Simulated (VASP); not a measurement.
Input of a VASP 6.6.1 run:

The input INCAR:

```
SYSTEM = LiF
PREC = Accurate
ENCUT = 600
EDIFF = 1E-8
ISMEAR = 0
SIGMA = 0.01
LREAL = .False.
LASPH = .True.
NELM = 80
ALGO = Normal
ISIF = 3
LWAVE = .False.
LCHARG = .False.
NBANDS = 12
IBRION = 6
NFREE = 2
POTIM = 0.015
NSW = 1
```

KPOINTS

```
regular mesh
0
Gamma
  10 10 10
  0 0 0
```

File POSCAR:

```
LiF
1.0
    0.0000000000      1.8180241939      1.8180241939
    1.8180241939      0.0000000000      1.8180241939
    1.8180241939      1.8180241939      0.0000000000
Li F
1 1
Direct
    0.0000000000      0.0000000000      0.0000000000
    0.5000000000      0.5000000000      0.5000000000
```

Potentials or basis: VASP PAW LDA potentials, release 64 (Li_sv, F).

Command:

```sh
$ cat potpaw_LDA.64/Li_sv/POTCAR potpaw_LDA.64/F/POTCAR > POTCAR
$ mpirun -np 1 vasp_std > vasp.out
```

Problem. Predict the elastic constants C11, C12, C44.

Solution. 375, 66, 93 GPa.

Problem. Predict the Voigt bulk modulus.

Solution. 169 GPa.

Problem. Estimate the highest phonon frequency at Γ, LO-TO splitting left out.

Solution. 545 cm⁻¹.

Clamped-ion elastic tensor (GPa):
```
375  66  66   0   0   0
 66 375  66   0   0   0
 66  66 375   0   0   0
  0   0   0  93   0   0
  0   0   0   0  93   0
  0   0   0   0   0  93
```

Caveat: the cell is under stress, which shifts elastic constants; the cutoff is under 1.25 times the usual one of these potentials, so pressure, stress and relaxed cells hold a basis-set (Pulay) error.
